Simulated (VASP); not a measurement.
# Ru (Fd-3m) in VASP: notebook

Runs on Ru. Level: LDA. Tasks: relaxation of cell and atoms.

Everything below comes from runs of VASP 6.6.1. Logs are shortened: lines on timing, memory, paths and dates and some standing lists are left out, and cuts for length are marked.

## Step 1: The cell of the first run

It takes space group Fd-3m (No. 227, cubic). The conventional cell has a = 5.210 Å, b = 5.210 Å, c = 5.210 Å, α = 90.00°, β = 90.00°, γ = 90.00°. Ru (site symmetry -43m) has 4 Ru at 2.26 Å within 3.0 Å.

This isn't the form of Ru at room conditions, which is hcp.

## Step 2: Relaxation of cell and atoms, LDA

Input file INCAR:

```
SYSTEM = Ru
ALGO = Normal ; EDIFF = 1E-7
EDIFFG = -0.02 ; ENCUT = 500
GGA = CA ; GGA_COMPAT = .False.
IBRION = 2 ; ISIF = 3
ISMEAR = -1 ; LASPH = .True.
LCHARG = .False. ; LREAL = .False.
LWAVE = .False. ; NELM = 120
NELMIN = 4 ; NSW = 80
PREC = Accurate ; SIGMA = 0.1
```

Input file KPOINTS:

```
k-points
0
Gamma
  7 7 7
  0 0 0
```

Input file POSCAR:

```
Ru
1.0
    0.0000000000      2.6050000000      2.6050000000
    2.6050000000      0.0000000000      2.6050000000
    2.6050000000      2.6050000000      0.0000000000
Ru
2
Direct
    1.0000000000      1.0000000000      1.0000000000
    0.2500000000      0.2500000000      0.2500000000
```

Potentials or basis: VASP PAW LDA potentials, release 64 (Ru_pv).

Started as:

```console
$ cat potpaw_LDA.64/Ru_pv/POTCAR > POTCAR
$ mpirun -np 1 vasp_std > vasp.out
```

OUTCAR:

```text
SYSTEM = Ru
   EDIFF = 1E-7
   EDIFFG = -0.02
   ENCUT = 500
   GGA = CA
   IBRION = 2
   ISIF = 3
   ISMEAR = -1
   LASPH = .True.
   LREAL = .False.
   NELM = 120
   NELMIN = 4
   NSW = 80
   PREC = Accurate

 ion  position               nearest neighbor table
   1  0.000  0.000  0.000-   2 2.26   2 2.26   2 2.26   2 2.26
   2  0.250  0.250  0.250-   1 2.26   1 2.26   1 2.26   1 2.26

  LATTYP: Found a face centered cubic cell.
 ALAT       =     5.2100000000

  Lattice vectors:

 A1 = (   0.0000000000,   2.6050000000,   2.6050000000)
 A2 = (   2.6050000000,   0.0000000000,   2.6050000000)
 A3 = (   2.6050000000,   2.6050000000,   0.0000000000)

Analysis of symmetry for initial positions (statically):
=====================================================================
 Subroutine PRICEL returns:
 Original cell was already a primitive cell.

 Routine SETGRP: Setting up the symmetry group for a
 face centered cubic supercell.

 Subroutine GETGRP returns: Found 48 space group operations
 (whereof 24 operations were pure point group operations)
 out of a pool of 48 trial point group operations.

The static configuration has the point symmetry T_d .
 The point group associated with its full space group is O_h .

Analysis of symmetry for dynamics (positions and initial velocities):
=====================================================================
 Subroutine PRICEL returns:
 Original cell was already a primitive cell.

 Routine SETGRP: Setting up the symmetry group for a
 face centered cubic supercell.

 Subroutine GETGRP returns: Found 48 space group operations
 (whereof 24 operations were pure point group operations)
 out of a pool of 48 trial point group operations.

The dynamic configuration has the point symmetry T_d .
 The point group associated with its full space group is O_h .

 Subroutine INISYM returns: Found 48 space group operations
 (whereof 24 operations are pure point group operations),
 and found     1 'primitive' translations

----------------------------------------------------------------------------------------

                                     Primitive cell

  volume of cell :      35.3552

  direct lattice vectors                    reciprocal lattice vectors
     0.000000000  2.605000000  2.605000000    -0.191938580  0.191938580  0.191938580
     2.605000000  0.000000000  2.605000000     0.191938580 -0.191938580  0.191938580
     2.605000000  2.605000000  0.000000000     0.191938580  0.191938580 -0.191938580

  length of vectors
     3.684026330  3.684026330  3.684026330     0.332447372  0.332447372  0.332447372

  position of ions in fractional coordinates (direct lattice)
     0.000000000  0.000000000  0.000000000
     0.250000000  0.250000000  0.250000000

  ion indices of the primitive-cell ions
   primitive index   ion index
                 1           1
                 2           2

----------------------------------------------------------------------------------------

 KPOINTS: k-points

Automatic generation of k-mesh.
 Grid dimensions read from file:
 generate k-points for:    7    7    7

 Generating k-lattice:

  Cartesian coordinates                     Fractional coordinates (reciprocal lattice)
    -0.027419797  0.027419797  0.027419797     0.142857143  0.000000000  0.000000000
     0.027419797 -0.027419797  0.027419797     0.000000000  0.142857143  0.000000000
     0.027419797  0.027419797 -0.027419797     0.000000000  0.000000000  0.142857143

  Length of vectors
     0.047492482  0.047492482  0.047492482

  Shift w.r.t. Gamma in fractional coordinates (k-lattice)
     0.000000000  0.000000000  0.000000000

 Subroutine IBZKPT returns following result:
 ===========================================

 Found     20 irreducible k-points:

 Following reciprocal coordinates:
            Coordinates               Weight
  0.000000  0.000000  0.000000      1.000000
  0.142857  0.000000  0.000000      8.000000
  0.285714  0.000000  0.000000      8.000000
  0.428571  0.000000  0.000000      8.000000
  0.142857  0.142857  0.000000      6.000000
  0.285714  0.142857  0.000000     24.000000
[... 12 lines left out ...]
 -0.428571  0.428571  0.142857     24.000000
 -0.285714  0.428571  0.142857     24.000000
   k-points           NKPTS =     20   k-points in BZ     NKDIM =     20   number of bands    NBANDS=     18
   number of dos      NEDOS =    301   number of ions     NIONS =      2
   total plane-waves  NPLWV =  21952
   dimension x,y,z NGX =    28 NGY =   28 NGZ =   28
   dimension x,y,z NGXF=    56 NGYF=   56 NGZF=   56
   ions per type =               2
   NGX,Y,Z   is equivalent  to a cutoff of  12.64, 12.64, 12.64 a.u.
   NGXF,Y,Z  is equivalent  to a cutoff of  25.27, 25.27, 25.27 a.u.
 SYSTEM =  Ru
   PREC   = accura    normal or accurate (medium, high low for compatibility)
   ISTART =      0    job   : 0-new  1-cont  2-samecut
   ICHARG =      2    charge: 1-file 2-atom 10-const
   ISPIN  =      1    spin polarized calculation?
   LNONCOLLINEAR =      F non collinear calculations
   LSORBIT =      F    spin-orbit coupling
   LASPH  =      T    aspherical Exc in radial PAW
   ENCUT  =  500.0 eV  36.75 Ry    6.06 a.u.   6.72  6.72  6.72*2*pi/ulx,y,z
   NELM   =    120;   NELMIN=  4; NELMDL= -5     # of ELM steps
   EDIFF  = 0.1E-06   stopping-criterion for ELM
   LREAL  =      F    real-space projection
   EDIFFG = -.2E-01   stopping-criterion for IOM
   NSW    =     80    number of steps for IOM
   IBRION =      2    ionic relax: 0-MD 1-quasi-New 2-CG
   NFREE  =      1    steps in history (QN), initial steepest desc. (CG)
   ISIF   =      3    stress and relaxation
   ISYM   =      2    0-nonsym 1-usesym 2-fastsym
   POTIM  = 0.5000    time-step for ionic-motion
   TEBEG  =    0.0;   TEEND  =   0.0 temperature during run
   PSTRESS=    0.0 pullay stress
   NELECT =      28.0000    total number of electrons
   NUPDOWN=      -1.0000    fix difference up-down
   EMIN   =  10.00;   EMAX   =-10.00  energy-range for DOS
   EFERMI =   0.00;   METHOD = LEGACY
   ISMEAR =    -1;   SIGMA  =   0.10  broadening in eV -4-tet -1-fermi 0-gaus
   EFERMI_NEDOS =   21; number of points for ismear=-14 and -15
   IALGO  =     38    algorithm
   IMIX   =      4    mixing-type and parameters
     AMIX     =   0.40;   BMIX     =  1.00
     AMIX_MAG =   1.60;   BMIX_MAG =  1.00
  volume/ion in A,a.u.               =      17.68       119.29
  Fermi-wavevector in a.u.,A,eV,Ry     =   1.514641  2.862257 31.213644  2.294138
  Thomas-Fermi vector in A             =   2.624272
   LORBIT       =      0    0 simple, 1 ext, 2 COOP (PROOUT), +10 PAW based schemes
   GGA     = CA    functional components
   LHFCALC =     F    Hartree Fock is set to
   AEXX    =    0.0000 exact exchange contribution
   IVDW    =     0    specifies the selected vdW correction
   LEPSILON=     F    determine dielectric tensor
   LRPA    =     F    only Hartree local field effects (RPA)
 conjugate gradient relaxation of ions
 non-spin polarized calculation
  energy-cutoff  :      500.00
  volume of cell :       35.36
 maximum number of plane-waves:       911
   NGX = 13   NGY = 13   NGZ = 13

--------------------------------------- Ionic step        1  -------------------------------------------

 number of electron      27.9999999 magnetization

 Free energy of the ion-electron system (eV)
  ---------------------------------------------------
  ext. energy  EPLUGINS =         0.00000000
  ---------------------------------------------------
  free energy    TOTEN  =       -18.41294342 eV

  energy without entropy =      -18.35418288  energy(sigma->0) =      -18.38356315

------------------------ aborting loop because EDIFF is reached ----------------------------------------

  FORCE on cell =-STRESS in cart. coord.  units (eV):
  Direction    XX          YY          ZZ          XY          YZ          ZX
  --------------------------------------------------------------------------------------
  -------------------------------------------------------------------------------------
  Total        4.6115814      4.6115814      4.6115814     -0.0000000     -0.0000000      0.0000000
  in kB      208.9812316    208.9812316    208.9812316     -0.0000000     -0.0000000      0.0000000
  external PRESSURE =     208.9812316 kB  Pullay stress =       0.0000000 kB

 VOLUME and BASIS-vectors are now :
 -----------------------------------------------------------------------------
  energy-cutoff  :      500.00
  volume of cell :       35.36
      direct lattice vectors                 reciprocal lattice vectors
     0.000000000  2.605000000  2.605000000    -0.191938580  0.191938580  0.191938580
     2.605000000  0.000000000  2.605000000     0.191938580 -0.191938580  0.191938580
     2.605000000  2.605000000  0.000000000     0.191938580  0.191938580 -0.191938580
[... 109 lines left out ...]
 POSITION                                       TOTAL-FORCE (eV/Angst)
 -----------------------------------------------------------------------------------
      0.00000      0.00000      0.00000         0.000000      0.000000      0.000000
      1.34172      1.34172      1.34172        -0.000000     -0.000000     -0.000000
 -----------------------------------------------------------------------------------
    total drift:                                0.000000      0.000000      0.000000

  FREE ENERGIE OF THE ION-ELECTRON SYSTEM (eV)
  ---------------------------------------------------
  free  energy   TOTEN  =       -18.6084639119 eV

  energy  without entropy=      -18.5442426677  energy(sigma->0) =      -18.57635329

--------------------------------------- Ionic step        5  -------------------------------------------

 number of electron      27.9999995 magnetization

 Free energy of the ion-electron system (eV)
  ---------------------------------------------------
  ext. energy  EPLUGINS =         0.00000000
  ---------------------------------------------------
  free energy    TOTEN  =       -18.60847250 eV

  energy without entropy =      -18.54436540  energy(sigma->0) =      -18.57641895

 E-fermi :   7.4381     XC(G=0): -11.9128

 val. band max:        7.3780947734   @ k =   0.4286   0.2857   0.0000
 cond. band min:       7.4432262863   @ k =   0.2857   0.1429   0.0000
 fundamental gap:      0.0651315129
 Fermi energy:         7.4380729193

 k-point     1 :       0.0000    0.0000    0.0000
  band No.  band energies     occupation
      1     -35.6353      2.00000
      2     -35.6353      2.00000
      3     -35.6353      2.00000
      4     -34.6219      2.00000
      5     -34.6219      2.00000
      6     -34.6219      2.00000
[... 10 lines left out ...]
     17       9.4850      0.00000
     18      17.8688      0.00000
[... 419 lines left out ...]
 POSITION                                       TOTAL-FORCE (eV/Angst)
 -----------------------------------------------------------------------------------
      0.00000      0.00000      0.00000         0.000000      0.000000     -0.000000
      1.34094      1.34094      1.34094        -0.000000     -0.000000      0.000000
 -----------------------------------------------------------------------------------
    total drift:                                0.000000      0.000000      0.000000

  FREE ENERGIE OF THE ION-ELECTRON SYSTEM (eV)
  ---------------------------------------------------
  free  energy   TOTEN  =       -18.6084725022 eV

  energy  without entropy=      -18.5443653998  energy(sigma->0) =      -18.57641895

 reached required accuracy - stopping structural energy minimisation
```

It took 46 s on 1 thread of Intel Xeon 6975P-C (Granite Rapids), shared host; peak memory 0.14 GiB.

What came out:

```
Free energy                           : -18.6085 eV
Relaxed volume                        : 19.29 Å³/atom
Relaxed cell                          : a = 3.793 Å, b = 3.793 Å, c = 3.793 Å, α = 60.00°, β = 60.00°, γ = 60.00°
Space group after relaxing (to 0.1 Å) : Fd-3m (No. 227)
Energy gained by relaxing             : 97.8 meV/atom
Ionic steps                           : 5
Pressure after relaxing               : 0.1 GPa
Band gap on the k mesh                : zero (bands 14 and 15 overlap by 0.98 eV)
```

Step by step:
```
step  energy change (eV)  largest force (eV/Å)  pressure (GPa)  volume (Å³)
   1              0.0000                0.0000           20.90        35.36
   2              0.8025                0.0000          -26.01        48.51
   3             -0.1941                0.0000           -1.53        38.92
   4             -0.1955                0.0000           -0.19        38.65
   5             -0.1955                0.0000            0.15        38.58
```

Final structure:
```cif
data_structure
_symmetry_space_group_name_H-M 'P 1'
_symmetry_Int_Tables_number 1
_cell_length_a 3.7927
_cell_length_b 3.7927
_cell_length_c 3.7927
_cell_angle_alpha 60.000
_cell_angle_beta 60.000
_cell_angle_gamma 60.000
_cell_volume 38.58
loop_
_atom_site_label
_atom_site_type_symbol
_atom_site_fract_x
_atom_site_fract_y
_atom_site_fract_z
_atom_site_occupancy
Ru1 Ru 0.00000 0.00000 0.00000 1
Ru2 Ru 0.25000 0.25000 0.25000 1
```

(Part 1 of 3 ends here.)
